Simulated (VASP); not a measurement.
# Ca2Ge3N (P-6m2) in VASP: notebook, part 2 of 2

VASP 6.6.1.

## Step 3: Single point, PBE

This run uses another cell than the first one, of 20.54 Å³/atom.

INCAR reads:

```
SYSTEM = Ca2Ge3N
PREC = Accurate ; ENCUT = 520
EDIFF = 1E-6 ; ISMEAR = 0
SIGMA = 0.1 ; LREAL = .FALSE.
LASPH = .TRUE. ; NELM = 60
ALGO = Normal ; ISIF = 2
LWAVE = .FALSE. ; LCHARG = .FALSE.
GGA = PE ; NBANDS = 42
```

KPOINTS reads:

```
regular mesh
0
G
  12 12 6
  0 0 0
```

POSCAR reads:

```
Ca2Ge3N
1.0
    4.1534071889      0.0000000000      0.0000000000
   -2.0767035945      3.5969561378      0.0000000000
    0.0000000000      0.0000000000      8.2492257281
Ca Ge N
2 3 1
Direct
    0.0000000000      0.0000000000      0.2305162519
    0.0000000000      0.0000000000      0.7694837481
    0.3333333333      0.6666666667      0.5000000000
    0.6666666667      0.3333333333      0.0000000000
    0.6666666667      0.3333333333      0.5000000000
    0.3333333333      0.6666666667      0.0000000000
```

Potentials or basis: VASP PAW PBE potentials, release 64 (Ca_sv, Ge_d, N).

On the command line:

```bash
> cat potpaw_PBE.64/Ca_sv/POTCAR potpaw_PBE.64/Ge_d/POTCAR potpaw_PBE.64/N/POTCAR > POTCAR
> mpirun -np 1 vasp_std > vasp.out
```

OUTCAR:

```text
SYSTEM = Ca2Ge3N
   PREC = Accurate
   ENCUT = 520
   EDIFF = 1E-6
   ISMEAR = 0
   LREAL = .FALSE.
   LASPH = .TRUE.
   NELM = 60
   ISIF = 2
   GGA = PE

 ion  position               nearest neighbor table
   1  0.000  0.000  0.231-
   2  0.000  0.000  0.769-
   3  0.333  0.667  0.500-   5 2.40   5 2.40   5 2.40
   4  0.667  0.333  0.000-
   5  0.667  0.333  0.500-   3 2.40   3 2.40   3 2.40
   6  0.333  0.667  0.000-

  LATTYP: Found a hexagonal cell.
 ALAT       =     4.1534071889
 C/A-ratio  =     1.9861346006

  Lattice vectors:

 A1 = (   4.1534071889,   0.0000000000,   0.0000000000)
 A2 = (  -2.0767035945,   3.5969561378,   0.0000000000)
 A3 = (   0.0000000000,   0.0000000000,   8.2492257281)

Analysis of symmetry for initial positions (statically):
=====================================================================
 Subroutine PRICEL returns:
 Original cell was already a primitive cell.

 Routine SETGRP: Setting up the symmetry group for a
 hexagonal supercell.

 Subroutine GETGRP returns: Found 12 space group operations
 (whereof 12 operations were pure point group operations)
 out of a pool of 24 trial point group operations.

The static configuration has the point symmetry D_3h.

Analysis of symmetry for dynamics (positions and initial velocities):
=====================================================================
 Subroutine PRICEL returns:
 Original cell was already a primitive cell.

 Routine SETGRP: Setting up the symmetry group for a
 hexagonal supercell.

 Subroutine GETGRP returns: Found 12 space group operations
 (whereof 12 operations were pure point group operations)
 out of a pool of 24 trial point group operations.

The dynamic configuration has the point symmetry D_3h.

 Subroutine INISYM returns: Found 12 space group operations
 (whereof 12 operations are pure point group operations),
 and found     1 'primitive' translations

----------------------------------------------------------------------------------------

                                     Primitive cell

  volume of cell :     123.2403

  direct lattice vectors                    reciprocal lattice vectors
     4.153407189  0.000000000  0.000000000     0.240766184  0.139006421  0.000000000
    -2.076703595  3.596956138  0.000000000     0.000000000  0.278012842  0.000000000
     0.000000000  0.000000000  8.249225728     0.000000000  0.000000000  0.121223498

  length of vectors
     4.153407189  4.153407189  8.249225728     0.278012842  0.278012842  0.121223498

  position of ions in fractional coordinates (direct lattice)
     0.000000000  0.000000000  0.230516252
     0.000000000  0.000000000  0.769483748
     0.333333333  0.666666667  0.500000000
     0.666666667  0.333333333  0.000000000
     0.666666667  0.333333333  0.500000000
     0.333333333  0.666666667  0.000000000

  ion indices of the primitive-cell ions
   primitive index   ion index
                 1           1
                 2           2
                 3           3
[... 25 lines left out ...]
 Subroutine IBZKPT returns following result:
 ===========================================

 Found     76 irreducible k-points:

 Following reciprocal coordinates:
            Coordinates               Weight
  0.000000  0.000000  0.000000      1.000000
  0.083333 -0.000000  0.000000      6.000000
  0.166667  0.000000  0.000000      6.000000
  0.250000  0.000000  0.000000      6.000000
  0.333333 -0.000000  0.000000      6.000000
  0.416667  0.000000  0.000000      6.000000
[... 16 lines left out ...]
  0.250000  0.000000  0.166667     12.000000
  0.333333 -0.000000  0.166667     12.000000
 [... further k-points ...]
   k-points           NKPTS =     76   k-points in BZ     NKDIM =     76   number of bands    NBANDS=     42
   number of dos      NEDOS =    301   number of ions     NIONS =      6
   total plane-waves  NPLWV =  65536
   dimension x,y,z NGX =    32 NGY =   32 NGZ =   64
   dimension x,y,z NGXF=    64 NGYF=   64 NGZF=  128
   ions per type =               2   3   1
   NGX,Y,Z   is equivalent  to a cutoff of  12.81, 12.81, 12.90 a.u.
   NGXF,Y,Z  is equivalent  to a cutoff of  25.62, 25.62, 25.80 a.u.
 SYSTEM =  Ca2Ge3N
   PREC   = accura    normal or accurate (medium, high low for compatibility)
   ISTART =      0    job   : 0-new  1-cont  2-samecut
   ICHARG =      2    charge: 1-file 2-atom 10-const
   ISPIN  =      1    spin polarized calculation?
   LNONCOLLINEAR =      F non collinear calculations
   LSORBIT =      F    spin-orbit coupling
   LASPH  =      T    aspherical Exc in radial PAW
   ENCUT  =  520.0 eV  38.22 Ry    6.18 a.u.   7.72  7.72 15.34*2*pi/ulx,y,z
   NELM   =     60;   NELMIN=  2; NELMDL= -5     # of ELM steps
   EDIFF  = 0.1E-05   stopping-criterion for ELM
   LREAL  =      F    real-space projection
   EDIFFG = 0.1E-04   stopping-criterion for IOM
   NSW    =      0    number of steps for IOM
   IBRION =     -1    ionic relax: 0-MD 1-quasi-New 2-CG
   NFREE  =      0    steps in history (QN), initial steepest desc. (CG)
   ISIF   =      2    stress and relaxation
   ISYM   =      2    0-nonsym 1-usesym 2-fastsym
   POTIM  = 0.5000    time-step for ionic-motion
   TEBEG  =    0.0;   TEEND  =   0.0 temperature during run
   PSTRESS=    0.0 pullay stress
   NELECT =      67.0000    total number of electrons
   NUPDOWN=      -1.0000    fix difference up-down
   EMIN   =  10.00;   EMAX   =-10.00  energy-range for DOS
   EFERMI =   0.00;   METHOD = LEGACY
   ISMEAR =     0;   SIGMA  =   0.10  broadening in eV -4-tet -1-fermi 0-gaus
   EFERMI_NEDOS =   21; number of points for ismear=-14 and -15
   IALGO  =     38    algorithm
   IMIX   =      4    mixing-type and parameters
     AMIX     =   0.40;   BMIX     =  1.00
     AMIX_MAG =   1.60;   BMIX_MAG =  1.00
  volume/ion in A,a.u.               =      20.54       138.61
  Fermi-wavevector in a.u.,A,eV,Ry     =   1.336130  2.524920 24.289722  1.785244
  Thomas-Fermi vector in A             =   2.464781
   LORBIT       =      0    0 simple, 1 ext, 2 COOP (PROOUT), +10 PAW based schemes
   GGA     = PE    functional components
   LHFCALC =     F    Hartree Fock is set to
   AEXX    =    0.0000 exact exchange contribution
   IVDW    =     0    specifies the selected vdW correction
   LEPSILON=     F    determine dielectric tensor
   LRPA    =     F    only Hartree local field effects (RPA)
 non-spin polarized calculation
 Gauss-broadening in eV      SIGMA  =   0.10
  energy-cutoff  :      520.00
  volume of cell :      123.24
 maximum number of plane-waves:      3361
 NGX is ok and might be reduce to    32
   NGX = 15   NGY = 15   NGZ = 31

 number of electron      67.0000019 magnetization

 Free energy of the ion-electron system (eV)
  ---------------------------------------------------
  ext. energy  EPLUGINS =         0.00000000
  ---------------------------------------------------
  free energy    TOTEN  =       -26.15854976 eV

  energy without entropy =      -26.14211954  energy(sigma->0) =      -26.15033465

 E-fermi :   4.8997     XC(G=0): -10.0867

 val. band max:        4.8872576967   @ k =   0.1667   0.0833   0.5000
 cond. band min:       4.9040024145   @ k =   0.4167   0.0833   0.3333
 fundamental gap:      0.0167447178
 Fermi energy:         4.8997354918

 k-point     1 :       0.0000    0.0000    0.0000
  band No.  band energies     occupation
      1     -36.2945      2.00000
      2     -36.2901      2.00000
      3     -19.9226      2.00000
      4     -19.9226      2.00000
      5     -19.8924      2.00000
      6     -19.8504      2.00000
[... 1069 lines left out ...]
     41       8.5902      0.00000
     42       8.9141      0.00000

 [... further k-points ...]

------------------------ aborting loop because EDIFF is reached ----------------------------------------

  FORCE on cell =-STRESS in cart. coord.  units (eV):
  Direction    XX          YY          ZZ          XY          YZ          ZX
  --------------------------------------------------------------------------------------
  -------------------------------------------------------------------------------------
  Total        0.0506635      0.0506635      0.0704416     -0.0000000      0.0000000      0.0000000
  in kB        0.6586469      0.6586469      0.9157706     -0.0000000      0.0000000      0.0000000
  external PRESSURE =       0.7443548 kB  Pullay stress =       0.0000000 kB

 VOLUME and BASIS-vectors are now :
 -----------------------------------------------------------------------------
  energy-cutoff  :      520.00
  volume of cell :      123.24
      direct lattice vectors                 reciprocal lattice vectors
     4.153407189  0.000000000  0.000000000     0.240766184  0.139006421  0.000000000
    -2.076703595  3.596956138  0.000000000     0.000000000  0.278012842  0.000000000
     0.000000000  0.000000000  8.249225728     0.000000000  0.000000000  0.121223498

 POSITION                                       TOTAL-FORCE (eV/Angst)
 -----------------------------------------------------------------------------------
      0.00000      0.00000      1.90158        -0.000000     -0.000000      0.004020
      0.00000      0.00000      6.34765        -0.000000      0.000000     -0.004020
     -0.00000      2.39797      4.12461        -0.000000      0.000000      0.000000
      2.07670      1.19899      0.00000        -0.000000      0.000000      0.000000
      2.07670      1.19899      4.12461        -0.000000      0.000000      0.000000
     -0.00000      2.39797      0.00000         0.000000      0.000000      0.000000
 -----------------------------------------------------------------------------------
    total drift:                                0.000002     -0.000001     -0.000000

  FREE ENERGIE OF THE ION-ELECTRON SYSTEM (eV)
  ---------------------------------------------------
  free  energy   TOTEN  =       -26.1585497596 eV

  energy  without entropy=      -26.1421195404  energy(sigma->0) =      -26.15033465
```

OSZICAR:

```text
N       E                     dE             d eps       ncg     rms          rms(c)
DAV:   1     0.758316742617E+03    0.75832E+03   -0.32218E+04  7686   0.350E+03
DAV:   2     0.111750769649E+03   -0.64657E+03   -0.62705E+03  6384   0.895E+02
DAV:   3    -0.137786946521E+02   -0.12553E+03   -0.12277E+03  7302   0.231E+02
DAV:   4    -0.268133192200E+02   -0.13035E+02   -0.12830E+02  9538   0.765E+01
DAV:   5    -0.274439857264E+02   -0.63067E+00   -0.62852E+00  9520   0.146E+01    0.918E+00
DAV:   6    -0.270849916898E+02    0.35899E+00   -0.11059E+01 10260   0.145E+01    0.746E+00
DAV:   7    -0.261698553586E+02    0.91514E+00   -0.40084E+00  8638   0.597E+00    0.290E+00
DAV:   8    -0.261646671781E+02    0.51882E-02   -0.55794E-01  7446   0.452E+00    0.101E+00
DAV:   9    -0.261577156643E+02    0.69515E-02   -0.58573E-02  9046   0.161E+00    0.229E-01
DAV:  10    -0.261582592418E+02   -0.54358E-03   -0.60369E-03  9704   0.484E-01    0.131E-01
DAV:  11    -0.261585487183E+02   -0.28948E-03   -0.74892E-04  9966   0.348E-01    0.297E-02
DAV:  12    -0.261585451585E+02    0.35598E-05   -0.94457E-05  8928   0.210E-01    0.107E-02
DAV:  13    -0.261585489097E+02   -0.37513E-05   -0.25108E-05  9986   0.557E-02    0.459E-03
DAV:  14    -0.261585497596E+02   -0.84982E-06   -0.61117E-06  7464   0.515E-02
   1 F= -.26158550E+02 E0= -.26150335E+02  d E =-.164302E-01
```

stdout:

```text
POSCAR found type information on POSCAR CaGeN
 POSCAR found :  3 types and       6 ions
 scaLAPACK will be used
 LDA part: xc-table for (Slater+PW92), standard interpolation
 POSCAR, INCAR and KPOINTS ok, starting setup
 FFT: planning ... GRIDC
 FFT: planning ... GRID_SOFT
 FFT: planning ... GRID
 WAVECAR not read
 entering main loop
```

It took 5.1 min on 1 thread of AMD EPYC 7R13 (Zen 3), shared host; peak memory 0.44 GiB.

Results:

```
Free energy            : -26.1585 eV
Pressure               : 0.1 GPa
Largest force          : 0.004 eV/Å
Band gap on the k mesh : zero (an odd number of electrons rules out a gap without spin polarisation)
```

Forces in eV/Å, atoms in the order of the input:
```
Ca   0.000  0.000  0.004
Ca   0.000  0.000 -0.004
Ge   0.000  0.000  0.000
Ge   0.000  0.000  0.000
Ge   0.000  0.000  0.000
N    0.000  0.000  0.000
```

Levels at points of the mesh, in eV from the Fermi level:
| k point | band 30 | band 31 | band 32 | band 33 | band 34 | band 35 | band 36 | band 37 |
| --- | --- | --- | --- | --- | --- | --- | --- | --- |
| (0.00, 0.00, 0.00) | -2.28 | -2.00 | -2.00 | -1.85 | 0.63 | 0.74 | 0.74 | 1.40 |
| (0.50, 0.00, 0.00) | -2.80 | -2.15 | -2.12 | -1.46 | -0.74 | 0.92 | 1.93 | 2.87 |
| (0.00, 0.00, 0.50) | -2.86 | -2.06 | -2.06 | -1.88 | 0.92 | 1.04 | 1.04 | 1.33 |
| (0.50, 0.00, 0.50) | -2.36 | -2.33 | -1.95 | -1.19 | -0.88 | -0.60 | 2.34 | 2.97 |

Caveat: an odd number of electrons without spin polarisation forces a metal; a magnetic or distorted state may lie lower.

The gap in the log of VASP goes by the Fermi energy; the results here count the filled bands.